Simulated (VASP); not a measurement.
Ga:

```
Ga
1.0
     2.77842    0.00000    0.00000
     0.00000    3.28161    0.00000
    -1.34343    0.00000    3.99027
Ga
2
Cartesian
  -0.6607 2.4612 3.0732
  2.0957 0.8204 0.9171
```

- Program: VASP 6.6.1
- Task: relaxation of cell and atoms
- Functional: PBE
- Dispersion: D3(BJ)
- Potentials or basis: VASP PAW PBE potentials, release 64 (Ga_d)
- Cutoff: 600 eV
- k mesh: 10 × 8 × 7
- Occupations: fermi-dirac, width 0.05 eV
- Spin: no spin polarisation

At the start: pressure 0.3 GPa; volume 18.19 Å³/atom.

**Question.** Where does the relaxation end?

**Answer.** Over 21 steps the energy falls by 3.6 meV/atom and the volume is 18.26 Å³/atom (+0.4 %); space group P2_1/m (No. 11, to 0.05 Å).

Step by step:
```
step  energy change (eV)  largest force (eV/Å)  pressure (GPa)  volume (Å³)
   1              0.0000                0.0854            0.35        36.38
   2             -0.0034                0.0261           -0.09        36.59
   3             -0.0047                0.0235           -0.33        36.76
   4             -0.0049                0.0354           -0.36        36.82
   5             -0.0059                0.0228           -0.03        36.62
   6             -0.0061                0.0134            0.41        36.32
   7             -0.0068                0.0207            0.13        36.42
   8             -0.0069                0.0236            0.09        36.45
   9             -0.0069                0.0245            0.04        36.45
  10             -0.0069                0.0248            0.09        36.45
  11             -0.0070                0.0143           -0.02        36.51
  12             -0.0071                0.0121           -0.05        36.55
  13             -0.0071                0.0167           -0.20        36.61
  14             -0.0071                0.0134           -0.07        36.58
  15             -0.0071                0.0154           -0.13        36.60
  16             -0.0072                0.0161           -0.03        36.56
  17             -0.0072                0.0163           -0.03        36.55
  18             -0.0072                0.0169            0.03        36.53
  19             -0.0072                0.0176           -0.01        36.54
  20             -0.0072                0.0107            0.05        36.53
  21             -0.0072                0.0094            0.00        36.53
```

Final structure:
```
Ga
1.0
     2.78688    0.00000   -0.03470
     0.00000    3.20628    0.00000
    -1.39689    0.00000    4.10510
Ga
2
Direct
  0.12997 0.75000 0.76780
  0.87003 0.25000 0.23220
```

Caveat: pairwise dispersion overbinds metals, which lowers pressure and volume.
